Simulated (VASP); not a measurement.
A run of VASP 6.6.1 is set up as follows.

Contents of INCAR:

```
PREC = Accurate
ENCUT = 520
EDIFF = 1E-6
ISMEAR = -1
SIGMA = 0.05
LREAL = False
LASPH = True
NELM = 60
ALGO = Normal
ISIF = 2
LWAVE = False
LCHARG = False
GGA = PE
NBANDS = 17
```

File KPOINTS:

```
Automatic mesh
0
Gamma
  13 13 13
```

File POSCAR:

```
SnSe
1.0
    0.0000000000      2.7340162521      2.7340162521
    2.7340162521      0.0000000000      2.7340162521
    2.7340162521      2.7340162521      0.0000000000
Sn Se
1 1
Direct
    0.0000000000      0.0000000000      0.0000000000
    0.2500000000      0.2500000000      0.2500000000
```

Potentials or basis: VASP PAW PBE potentials, release 64 (Sn_d, Se).

Command:

```bash
$ cat potpaw_PBE.64/Sn_d/POTCAR potpaw_PBE.64/Se/POTCAR > POTCAR
$ mpirun -np 1 vasp_std > vasp.out
```

Question: Estimate the pressure.

Answer: 64.1 GPa.

Question: Predict the band gap on the k mesh.

Answer: Zero (bands 10 and 11 overlap by 2.17 eV).

Caveat: the cell stands under pressure; spin-orbit coupling is left out, which moves the levels of the heavy elements.
